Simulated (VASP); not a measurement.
# Be (P6_3/mmc) in VASP: notebook, part 3 of 3

VASP 6.6.1. The steps go on from the part before.

## Step 4: Single point, LDA

This run uses another cell than the first one, of 8.59 Å³/atom.

Contents of INCAR:

```
SYSTEM = Be
PREC     = Accurate       ! precision mode
ENCUT    = 520            ! plane-wave cutoff, eV
EDIFF    = 1E-6           ! SCF threshold, eV
ISMEAR   = -1             ! smearing method
SIGMA    = 0.05           ! smearing width, eV
LREAL    = .FALSE.        ! projectors in reciprocal space
LASPH    = .TRUE.         ! aspherical terms in the spheres
NELM     = 60             ! most SCF steps
ALGO     = Normal         ! electronic algorithm
ISIF     = 2              ! what is computed and relaxed
LWAVE    = .FALSE.        ! write WAVECAR
LCHARG   = .TRUE.         ! write CHGCAR
LELF     = .TRUE.         ! ELF
LVHAR    = .TRUE.       
NBANDS   = 9              ! bands
```

Contents of KPOINTS:

```
regular mesh
0
G
  13 13 8
  0 0 0
```

Contents of POSCAR:

```
Be
1.0
    2.3301211831      0.0000000000      0.0000000000
   -1.1650605915      2.0179441385      0.0000000000
    0.0000000000      0.0000000000      3.6544962781
Be
2
Direct
    0.6666666667      0.3333333333      0.7500000000
    0.3333333333      0.6666666667      0.2500000000
```

Potentials or basis: VASP PAW LDA potentials, release 64 (Be).

On the command line:

```sh
cat potpaw_LDA.64/Be/POTCAR > POTCAR
mpirun -np 1 vasp_std > vasp.out
```

OUTCAR:

```text
SYSTEM = Be
   PREC = Accurate
   ENCUT = 520
   EDIFF = 1E-6
   ISMEAR = -1
   LREAL = .FALSE.
   LASPH = .TRUE.
   NELM = 60
   ISIF = 2

 ion  position               nearest neighbor table
   1  0.667  0.333  0.750-   2 2.27   2 2.27   2 2.27   2 2.27   2 2.27   2 2.27
   2  0.333  0.667  0.250-   1 2.27   1 2.27   1 2.27   1 2.27   1 2.27   1 2.27

  LATTYP: Found a hexagonal cell.
 ALAT       =     2.3301211831
 C/A-ratio  =     1.5683717674

  Lattice vectors:

 A1 = (   2.3301211831,   0.0000000000,   0.0000000000)
 A2 = (  -1.1650605915,   2.0179441385,   0.0000000000)
 A3 = (   0.0000000000,   0.0000000000,   3.6544962781)

Analysis of symmetry for initial positions (statically):
=====================================================================
 Subroutine PRICEL returns:
 Original cell was already a primitive cell.

 Routine SETGRP: Setting up the symmetry group for a
 hexagonal supercell.

 Subroutine GETGRP returns: Found 24 space group operations
 (whereof 12 operations were pure point group operations)
 out of a pool of 24 trial point group operations.

The static configuration has the point symmetry D_3d.
 The point group associated with its full space group is D_6h.

Analysis of symmetry for dynamics (positions and initial velocities):
=====================================================================
 Subroutine PRICEL returns:
 Original cell was already a primitive cell.

 Routine SETGRP: Setting up the symmetry group for a
 hexagonal supercell.

 Subroutine GETGRP returns: Found 24 space group operations
 (whereof 12 operations were pure point group operations)
 out of a pool of 24 trial point group operations.

The dynamic configuration has the point symmetry D_3d.
 The point group associated with its full space group is D_6h.

 Subroutine INISYM returns: Found 24 space group operations
 (whereof 12 operations are pure point group operations),
 and found     1 'primitive' translations

----------------------------------------------------------------------------------------

                                     Primitive cell

  volume of cell :      17.1836

  direct lattice vectors                    reciprocal lattice vectors
     2.330121183  0.000000000  0.000000000     0.429162229  0.247776928  0.000000000
    -1.165060592  2.017944138  0.000000000     0.000000000  0.495553856  0.000000000
     0.000000000  0.000000000  3.654496278     0.000000000  0.000000000  0.273635523

  length of vectors
     2.330121183  2.330121183  3.654496278     0.495553856  0.495553856  0.273635523

  position of ions in fractional coordinates (direct lattice)
     0.666666667  0.333333333  0.750000000
     0.333333333  0.666666667  0.250000000

  ion indices of the primitive-cell ions
   primitive index   ion index
                 1           1
                 2           2

----------------------------------------------------------------------------------------

 KPOINTS: regular mesh

Automatic generation of k-mesh.
 Grid dimensions read from file:
 generate k-points for:   13   13    8

 Generating k-lattice:

  Cartesian coordinates                     Fractional coordinates (reciprocal lattice)
     0.033012479  0.019059764  0.000000000     0.076923077  0.000000000  0.000000000
     0.000000000  0.038119527  0.000000000     0.000000000  0.076923077  0.000000000
     0.000000000  0.000000000  0.034204440     0.000000000  0.000000000  0.125000000

  Length of vectors
     0.038119527  0.038119527  0.034204440

  Shift w.r.t. Gamma in fractional coordinates (k-lattice)
     0.000000000  0.000000000  0.000000000

 Subroutine IBZKPT returns following result:
 ===========================================

 Found    105 irreducible k-points:

 Following reciprocal coordinates:
            Coordinates               Weight
  0.000000  0.000000  0.000000      1.000000
  0.076923  0.000000  0.000000      6.000000
  0.153846  0.000000  0.000000      6.000000
  0.230769 -0.000000  0.000000      6.000000
  0.307692  0.000000  0.000000      6.000000
  0.384615  0.000000  0.000000      6.000000
[... 16 lines left out ...]
  0.076923  0.000000  0.125000     12.000000
  0.153846  0.000000  0.125000     12.000000
 [... further k-points ...]
   k-points           NKPTS =    105   k-points in BZ     NKDIM =    105   number of bands    NBANDS=      9
   number of dos      NEDOS =    301   number of ions     NIONS =      2
   total plane-waves  NPLWV =   9072
   dimension x,y,z NGX =    18 NGY =   18 NGZ =   28
   dimension x,y,z NGXF=    36 NGYF=   36 NGZF=   56
   ions per type =               2
   NGX,Y,Z   is equivalent  to a cutoff of  12.84, 12.84, 12.74 a.u.
   NGXF,Y,Z  is equivalent  to a cutoff of  25.68, 25.68, 25.47 a.u.
 SYSTEM =  Be
   PREC   = accura    normal or accurate (medium, high low for compatibility)
   ISTART =      0    job   : 0-new  1-cont  2-samecut
   ICHARG =      2    charge: 1-file 2-atom 10-const
   ISPIN  =      1    spin polarized calculation?
   LNONCOLLINEAR =      F non collinear calculations
   LSORBIT =      F    spin-orbit coupling
   LASPH  =      T    aspherical Exc in radial PAW
   ENCUT  =  520.0 eV  38.22 Ry    6.18 a.u.   4.33  4.33  6.79*2*pi/ulx,y,z
   NELM   =     60;   NELMIN=  2; NELMDL= -5     # of ELM steps
   EDIFF  = 0.1E-05   stopping-criterion for ELM
   LREAL  =      F    real-space projection
   EDIFFG = 0.1E-04   stopping-criterion for IOM
   NSW    =      0    number of steps for IOM
   IBRION =     -1    ionic relax: 0-MD 1-quasi-New 2-CG
   NFREE  =      0    steps in history (QN), initial steepest desc. (CG)
   ISIF   =      2    stress and relaxation
   ISYM   =      2    0-nonsym 1-usesym 2-fastsym
   POTIM  = 0.5000    time-step for ionic-motion
   TEBEG  =    0.0;   TEEND  =   0.0 temperature during run
   PSTRESS=    0.0 pullay stress
   NELECT =       4.0000    total number of electrons
   NUPDOWN=      -1.0000    fix difference up-down
   EMIN   =  10.00;   EMAX   =-10.00  energy-range for DOS
   EFERMI =   0.00;   METHOD = LEGACY
   ISMEAR =    -1;   SIGMA  =   0.05  broadening in eV -4-tet -1-fermi 0-gaus
   EFERMI_NEDOS =   21; number of points for ismear=-14 and -15
   IALGO  =     38    algorithm
   IMIX   =      4    mixing-type and parameters
     AMIX     =   0.40;   BMIX     =  1.00
     AMIX_MAG =   1.60;   BMIX_MAG =  1.00
  volume/ion in A,a.u.               =       8.59        57.98
  Fermi-wavevector in a.u.,A,eV,Ry     =   1.007063  1.903072 13.798688  1.014175
  Thomas-Fermi vector in A             =   2.139844
   LORBIT       =      0    0 simple, 1 ext, 2 COOP (PROOUT), +10 PAW based schemes
   GGA     = CA    functional components
   LHFCALC =     F    Hartree Fock is set to
   AEXX    =    0.0000 exact exchange contribution
   IVDW    =     0    specifies the selected vdW correction
   LEPSILON=     F    determine dielectric tensor
   LRPA    =     F    only Hartree local field effects (RPA)
 non-spin polarized calculation
  energy-cutoff  :      520.00
  volume of cell :       17.18
 maximum number of plane-waves:       494
 NGX is ok and might be reduce to    18
   NGX =  9   NGY =  9   NGZ = 13

 number of electron       4.0000000 magnetization

 Free energy of the ion-electron system (eV)
  ---------------------------------------------------
  ext. energy  EPLUGINS =         0.00000000
  ---------------------------------------------------
  free energy    TOTEN  =        -8.32487607 eV

  energy without entropy =       -8.32371731  energy(sigma->0) =       -8.32429669

 E-fermi :   5.9884     XC(G=0): -10.3510

 val. band max:        5.9308200183   @ k =   0.2308   0.1538   0.0000
 cond. band min:       6.0459752623   @ k =   0.3077   0.1538   0.0000
 fundamental gap:      0.1151552440
 Fermi energy:         5.9883522424

 k-point     1 :       0.0000    0.0000    0.0000
  band No.  band energies     occupation
      1      -4.6361      2.00000
      2       2.0089      2.00000
      3       7.1385      0.00000
      4      20.7735      0.00000
      5      20.7735      0.00000
      6      23.4594      0.00000
      7      23.4594      0.00000
      8      25.3967      0.00000
      9      31.9571      0.00000
[... 265 lines left out ...]
 k-point    24 :       0.1538    0.0000    0.1250
  band No.  band energies     occupation
      1      -3.8578      2.00000
      2       2.0468      2.00000
      3       8.4038      0.00000
      4      17.0917      0.00000
      5      18.5940      0.00000
      6      22.6908      0.00000
      7      23.5204      0.00000
      8      23.5380      0.00000
      9      27.0540      0.00000

 [... further k-points ...]

------------------------ aborting loop because EDIFF is reached ----------------------------------------

  FORCE on cell =-STRESS in cart. coord.  units (eV):
  Direction    XX          YY          ZZ          XY          YZ          ZX
  --------------------------------------------------------------------------------------
  -------------------------------------------------------------------------------------
  Total       -1.3566868     -1.3566868     -1.5747058     -0.0000000     -0.0000000      0.0000000
  in kB     -126.4954814   -126.4954814   -146.8232535     -0.0000000     -0.0000000      0.0000000
  external PRESSURE =    -133.2714054 kB  Pullay stress =       0.0000000 kB

 VOLUME and BASIS-vectors are now :
 -----------------------------------------------------------------------------
  energy-cutoff  :      520.00
  volume of cell :       17.18
      direct lattice vectors                 reciprocal lattice vectors
     2.330121183  0.000000000  0.000000000     0.429162229  0.247776928  0.000000000
    -1.165060592  2.017944138  0.000000000     0.000000000  0.495553856  0.000000000
     0.000000000  0.000000000  3.654496278     0.000000000  0.000000000  0.273635523

 POSITION                                       TOTAL-FORCE (eV/Angst)
 -----------------------------------------------------------------------------------
      1.16506      0.67265      2.74087        -0.000000     -0.000000      0.000000
     -0.00000      1.34530      0.91362         0.000000      0.000000      0.000000
 -----------------------------------------------------------------------------------
    total drift:                                0.000000     -0.000000      0.000000

  FREE ENERGIE OF THE ION-ELECTRON SYSTEM (eV)
  ---------------------------------------------------
  free  energy   TOTEN  =        -8.3248760688 eV

  energy  without entropy=       -8.3237173070  energy(sigma->0) =       -8.32429669
```

Wall time 17 s (1 thread of Intel Xeon 8259CL, shared host); peak memory 0.12 GiB.

What came out:

- Free energy: -8.3249 eV
- Pressure: -13.3 GPa
- Band gap on the k mesh: zero (bands 2 and 3 overlap by 1.56 eV)

Levels at points of the mesh, in eV from the Fermi level:
| k point | band 1 | band 2 | band 3 | band 4 | band 5 | band 6 | band 7 |
| --- | --- | --- | --- | --- | --- | --- | --- |
| (0.00, 0.00, 0.00) | -10.62 | -3.98 | 1.15 | 14.79 | 14.79 | 17.47 | 17.47 |
| (0.00, 0.00, 0.50) | -8.55 | -8.55 | 10.23 | 10.23 | 16.30 | 16.30 | 16.30 |

Caveat: the cell stands under tension.

## Step 5: Overview

| cell | gap on the mesh (eV) | pressure (GPa) |
| --- | --- | --- |
| a = 2.270, b = 2.270, c = 3.560 Å, angles 90.0, 90.0, 120.0°, 2 atoms | none | -5.6 |
| a = 2.285, b = 2.285, c = 3.584 Å, angles 90.0, 90.0, 120.0°, 2 atoms | none | -7.8 |
| a = 2.330, b = 2.330, c = 3.654 Å, angles 90.0, 90.0, 120.0°, 2 atoms | none | -13.3 |

Alike in all rows: task single point; level LDA; potentials or basis VASP PAW LDA potentials, release 64 (Be); no spin polarisation; k mesh 13 × 13 × 8; cutoff (eV) 520; smearing fermi-dirac 0.05 eV.

Caveats: the cell stands under tension.

Total energies depend on the potentials used, so only differences within one code and one set of settings carry meaning.
